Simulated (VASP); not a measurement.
Input of a VASP 6.6.1 run:

INCAR

```
PREC = Accurate
ENCUT = 520
EDIFF = 1E-6
ISMEAR = 1
SIGMA = 0.1
LREAL = False
LASPH = True
NELM = 80
ALGO = Normal
ISIF = 2
LWAVE = False
LCHARG = True
GGA = PS
LELF = True
LVHAR = True
NBANDS = 26
```

File KPOINTS:

```
regular mesh
0
Gamma
  6 6 6
```

POSCAR

```
Sn2Ir
1.0
    0.0000000000      3.1690000000      3.1690000000
    3.1690000000      0.0000000000      3.1690000000
    3.1690000000      3.1690000000      0.0000000000
Sn Ir
2 1
Direct
    0.2500000000      0.2500000000      0.2500000000
    0.7500000000      0.7500000000      0.7500000000
    0.0000000000      0.0000000000      0.0000000000
```

Potentials or basis: VASP PAW PBE potentials, release 64 (Sn_d, Ir).

Command:

```bash
$ cat potpaw_PBE.64/Sn_d/POTCAR potpaw_PBE.64/Ir/POTCAR > POTCAR
$ mpirun -np 1 vasp_std > vasp.out
```

**Question.** Predict the pressure.

**Answer.** 0.4 GPa.

Caveat: the PAW data sets were made with another functional, which shifts forces and pressure a little.
